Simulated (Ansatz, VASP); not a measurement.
## PbS in VASP and in Ansatz

```xyz
2
Lattice="0.0000 3.0042 3.0042 3.0042 0.0000 3.0042 3.0042 3.0042 0.0000" Properties=species:S:1:pos:R:3 pbc="T T T"
Pb    0.0000    0.0000    0.0000
S     3.0042    3.0042    3.0042
```

Alike in both runs: functional PBE; k mesh 14 × 14 × 14; occupations fermi-dirac, width 0.1 eV; no spin polarisation.

Ansatz relaxed the structure, and its values are those at the end. VASP's run is a single point on that final structure, the one shown.

```csv
,VASP,Ansatz
version,VASP 6.6.1,Ansatz 0.2.0
potentials or method,"VASP PAW PBE potentials, release 64 (Pb_d, S)","PAW with Ansatz's default frozen-core files, scalar-relativistic"
plane-wave cutoff (eV),520,420
valence electrons in the cell,20,20
```

VASP gave:

* pressure (GPa): -0.1

Task: Estimate Ansatz's values.

Result: Pressure (GPa): 0.0.

With one functional, cell and mesh, what is left measures potentials, basis and numerics.

Spin-orbit coupling is off throughout.
